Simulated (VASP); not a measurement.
A run of VASP 6.6.1:

POSCAR

```
Eu
1.0
   -2.2274745855      2.2274745855      2.2274745855
    2.2274745855     -2.2274745855      2.2274745855
    2.2274745855      2.2274745855     -2.2274745855
Eu
1
Direct
    0.0000000000      0.0000000000      0.0000000000
```

The input INCAR.step1:

```
ALGO = Normal
EDIFF = 1E-4
ENCUT = 520
GGA = PE
ISMEAR = -1
ISPIN = 2
LASPH = True
LCHARG = False
LMAXMIX = 6
LREAL = False
LWAVE = True
MAGMOM = 7.31
NBANDS = 18
NELM = 150
PREC = Accurate
SIGMA = 0.05
```

File INCAR.step2:

```
ALGO = Normal
EDIFF = 1E-6
ENCUT = 520
ISIF = 2
ISMEAR = -1
ISPIN = 2
ISTART = 1
LASPH = True
LCHARG = True
LELF = True
LMAXMIX = 6
LMIXTAU = True
LORBIT = 11
LREAL = False
LVHAR = True
LWAVE = False
MAGMOM = 7.31
METAGGA = R2SCAN
NBANDS = 18
NELM = 150
PREC = Accurate
SIGMA = 0.05
```

Contents of KPOINTS:

```
k-points
0
Gamma
  6 6 6
```

Potentials or basis: VASP PAW PBE potentials, release 64 (Eu).

The run is started by

```sh
$ cat potpaw_PBE.64/Eu/POTCAR > POTCAR
$ cp INCAR.step1 INCAR
$ mpirun -np 1 vasp_std > vasp.out
$ cp INCAR.step2 INCAR
$ mpirun -np 1 vasp_std > vasp.out
```

Hardware: 1 thread of Intel Xeon 8259CL, with other jobs on the host.

Q: Estimate the wall time of this run.

A: Run time: 5.1 min on 1 thread of Intel Xeon 8259CL, on a shared host, peak memory 0.21 GiB. Counts: k points 16.
